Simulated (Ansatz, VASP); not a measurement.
**One calculation of MgSe, two programs**

```xyz
2
Lattice="0.0000 2.7255 2.7255 2.7255 0.0000 2.7255 2.7255 2.7255 0.0000" Properties=species:S:1:pos:R:3 pbc="T T T"
Mg    0.0000    0.0000    0.0000
Se    2.7255    2.7255    2.7255
```

Alike in both runs: task single point; functional HSE06; k mesh 4 × 4 × 4; occupations gaussian, width 0.05 eV; no spin polarisation.

|  | VASP | Ansatz |
| --- | --- | --- |
| version | VASP 6.6.1 | Ansatz 0.2.0 |
| potentials or method | VASP PAW PBE potentials, release 64 (Mg, Se), cutoff 520 eV | scalar-relativistic, plane waves, PAW |
| valence electrons in the cell | 8 | 26 |

```csv
,VASP,Ansatz,Ansatz less VASP
gap on the k mesh at the Fermi level (eV),2.64,2.67,+0.031
least direct gap on the mesh (eV),3.60,3.63,+0.028
pressure (GPa),0.6,0.9,+0.33
```

With one functional, cell and mesh, what is left measures potentials, basis and numerics. VASP's potentials hold 8 valence electrons a cell and Ansatz's 26, so a difference there can come from the potentials and not from the codes. Ansatz's warnings: stress exchange threshold loose, stress scf threshold loose.

The k mesh is coarse, so the values compare programs but aren't converged.
